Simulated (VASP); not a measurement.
Set up this calculation in VASP 6.6.1, as the native input.

```
Task                   : single point
Functional             : PBEsol
Potentials or basis    : VASP PAW PBE potentials, release 64 (Cs_sv)
Cutoff                 : 520 eV
k mesh                 : 12 × 12 × 4
Occupations            : gaussian, width 0.1 eV
Spin                   : no spin polarisation
Dipole correction      : no
Further INCAR settings : ALGO = Fast; EDIFF = 1e-06; NBANDS = 26
```

The structure of Cs lies in POSCAR:

```
Cs
1.0
    5.3666386631      0.0000000000      0.0000000000
   -2.6833193315      4.6476454151      0.0000000000
    0.0000000000      0.0000000000     17.8092082781
Cs
4
Direct
    0.0000000000      0.0000000000      0.0000000000
    0.3333333333      0.6666666667      0.2500000000
    0.0000000000      0.0000000000      0.5000000000
    0.6666666667      0.3333333333      0.7500000000
```

This isn't the form of Cs at room conditions, which is bcc.

This cell differs from its parent crystal: strain along c alone, the other axes held: +1.5 %.

These files were run (other wordings do the same):

INCAR

```
SYSTEM = Cs
PREC = Accurate
ENCUT = 520
EDIFF = 1E-6
ISMEAR = 0
SIGMA = 0.1
LREAL = .False.
LASPH = .True.
NELM = 60
ALGO = Fast
ISIF = 2
LWAVE = .False.
LCHARG = .False.
GGA = PS
NBANDS = 26
```

KPOINTS

```
Automatic mesh
0
Gamma
  12 12 4
  0 0 0
```

Potentials or basis: VASP PAW PBE potentials, release 64 (Cs_sv).

Run with:

```bash
$ cat potpaw_PBE.64/Cs_sv/POTCAR > POTCAR
$ mpirun -np 1 vasp_std > vasp.out
```

It gave:

```json
{
  "Pressure": "0.0 GPa",
  "Band gap on the k mesh": "zero (bands 18 and 19 overlap by 1.80 eV)"
}
```

Caveat: the cell differs from its parent crystal (strain along c alone, the other axes held: +1.5 %); the PAW data sets were made with another functional, which shifts forces and pressure a little; spin-orbit coupling is left out, which moves the levels of the heavy elements.

Run time: 4.5 min on 1 thread of AMD EPYC 9R45 96-Core Processor (Zen 5), with other jobs on the host, peak memory 0.77 GiB.
